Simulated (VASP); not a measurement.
Write the native input for VASP 6.6.1 that does the following.

```
Task                   : single point
Functional             : PBEsol
Potentials or basis    : VASP PAW PBE potentials, release 64 (S, Ba_sv)
Cutoff                 : 520 eV
k mesh                 : 9 × 9 × 9
Occupations            : fermi-dirac, width 0.05 eV
Spin                   : no spin polarisation
Dipole correction      : no
Further INCAR settings : ALGO = Normal; EDIFF = 1e-07; NBANDS = 20
```

The structure of Ba2S (CdCl2 type) lies in POSCAR:

```
Ba2S
1.0
    1.7368246330     -1.0027561694      6.0872536956
    0.0000000000      2.0055123388      6.0872536956
   -1.7368246330     -1.0027561694      6.0872536956
S Ba
1 2
Direct
    0.0000000000      0.0000000000      0.0000000000
    0.2304174062      0.2304174062      0.2304174062
    0.7695825938      0.7695825938      0.7695825938
```

This cell differs from its parent crystal: volume scaled by 0.5.

These files were run (other wordings do the same):

INCAR

```
SYSTEM = Ba2S
ALGO     = Normal         ! electronic algorithm
EDIFF    = 1E-7           ! SCF threshold, eV
ENCUT    = 520            ! plane-wave cutoff, eV
GGA      = PS             ! functional
ISIF     = 2              ! what is computed and relaxed
ISMEAR   = -1             ! smearing method
LASPH    = .True.         ! aspherical terms in the spheres
LCHARG   = .False.        ! write CHGCAR
LREAL    = .False.        ! projectors in reciprocal space
LWAVE    = .False.        ! write WAVECAR
NBANDS   = 20             ! bands
NELM     = 100            ! most SCF steps
PREC     = Accurate       ! precision mode
SIGMA    = 0.05           ! smearing width, eV
```

KPOINTS

```
k-points
0
Gamma
  9 9 9
  0 0 0
```

Potentials or basis: VASP PAW PBE potentials, release 64 (S, Ba_sv).

Command:

```bash
$ cat potpaw_PBE.64/S/POTCAR potpaw_PBE.64/Ba_sv/POTCAR > POTCAR
$ mpirun -np 1 vasp_std > vasp.out
```

Results of the run:

* Pressure: 36.4 GPa
* Largest force: 0.325 eV/Å
* Band gap on the k mesh: zero (band 13 reaches 7.46 eV, above the bottom of band 14 at 6.56 eV)

Caveat: the PAW data sets were made with another functional, which shifts forces and pressure a little; spin-orbit coupling is left out, which moves the levels of the heavy elements.

Run time: 5.7 min on 1 thread of Intel(R) Xeon(R) Platinum 8488C (Sapphire Rapids), on a shared host, peak memory 0.36 GiB.
